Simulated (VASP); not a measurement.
# As: single point with LDA

As:

```
CELL_PARAMETERS angstrom
0.00000 2.87445 2.87445
2.87445 0.00000 2.87445
2.87445 2.87445 0.00000
ATOMIC_POSITIONS crystal
As 0.76250 0.91250 0.91250
As 0.23750 0.08750 0.08750
```

This cell differs from its parent crystal: shortest bond scaled by 0.7.

```json
{"Program": "VASP 6.6.1", "Task": "single point", "Functional": "LDA", "Potentials or basis": "VASP PAW LDA potentials, release 64 (As)", "Cutoff": "520 eV", "k mesh": "9 × 9 × 9", "Occupations": "fermi-dirac, width 0.05 eV", "Spin": "no spin polarisation", "Dipole correction": "no", "Further INCAR settings": "ALGO = Normal; EDIFF = 1e-06; NBANDS = 12"}
```

```yaml
Pressure: 47.9 GPa
Largest_force: 22.182 eV/Å
Band_gap_on_the_k_mesh: zero (bands 5 and 6 overlap by 1.16 eV)
```

Forces on the atoms (eV/Å):
```
As  -12.807  12.807  12.807
As   12.807 -12.807 -12.807
```

Stress tensor (GPa, compression positive):
```
 47.90 -45.98 -45.98
-45.98  47.90  45.98
-45.98  45.98  47.90
```

Levels at points of the mesh, in eV from the Fermi level:
| k point | band 2 | band 3 | band 4 | band 5 | band 6 | band 7 | band 8 | band 9 |
| --- | --- | --- | --- | --- | --- | --- | --- | --- |
| (0.00, 0.00, 0.00) | -5.00 | -4.39 | -1.96 | -1.96 | 0.39 | 0.39 | 4.71 | 4.71 |

It took 36 s on 1 thread of Intel(R) Xeon(R) Platinum 8259CL CPU @ 2.50GHz (Skylake/Cascade Lake) (shared host), peak memory 0.17 GiB.

Caveat: the cell differs from its parent crystal (shortest bond scaled by 0.7); the cell stands under pressure; forces of over 1 eV/Å act on the atoms, so gaps and moduli don't describe the material at rest.
